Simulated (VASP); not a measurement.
Set up this calculation in VASP 6.6.1, as the native input.

- Task: single point
- Functional: PBE
- Potentials or basis: VASP PAW PBE potentials, release 64 (Sn_d)
- Cutoff: 520 eV
- k mesh: 9 × 9 × 9
- Occupations: fermi-dirac, width 0.05 eV
- Spin: no spin polarisation
- Dipole correction: no
- Further INCAR settings: ALGO = Normal; EDIFF = 1e-07; NBANDS = 21

The structure of Sn lies in POSCAR:

```
Sn
1.0
   -2.9718088973      2.9718088973      1.6097042114
    2.9718088973     -2.9718088973      1.6097042114
    2.9718088973      2.9718088973     -1.6097042114
Sn
2
Direct
    0.0000000000      0.0000000000      0.0000000000
    0.7500000000      0.2500000000      0.5000000000
```

These files were run (other wordings do the same):

INCAR

```
PREC     = Accurate       # precision mode
ENCUT    = 520            # plane-wave cutoff, eV
EDIFF    = 1E-7           # SCF threshold, eV
ISMEAR   = -1             # smearing method
SIGMA    = 0.05           # smearing width, eV
LREAL    = False          # projectors in reciprocal space
LASPH    = True           # aspherical terms in the spheres
NELM     = 100            # most SCF steps
ALGO     = Normal         # electronic algorithm
ISIF     = 2              # what is computed and relaxed
LWAVE    = False          # write WAVECAR
LCHARG   = True           # write CHGCAR
GGA      = PE             # functional
LELF     = True           # ELF
LVHAR    = True         
NBANDS   = 21             # bands
```

KPOINTS

```
regular mesh
0
Gamma
  9 9 9
```

Potentials or basis: VASP PAW PBE potentials, release 64 (Sn_d).

The run is started by

```sh
$ cat potpaw_PBE.64/Sn_d/POTCAR > POTCAR
$ mpirun -np 1 vasp_std > vasp.out
```

Results of the run:

```
Pressure               : -0.1 GPa
Band gap on the k mesh : zero (bands 14 and 15 overlap by 3.81 eV)
```

Caveat: spin-orbit coupling is left out, which moves the levels of the heavy elements.

Wall time 96 s on 1 thread of Intel(R) Xeon(R) Platinum 8488C (Sapphire Rapids) (shared host), peak memory 0.23 GiB.
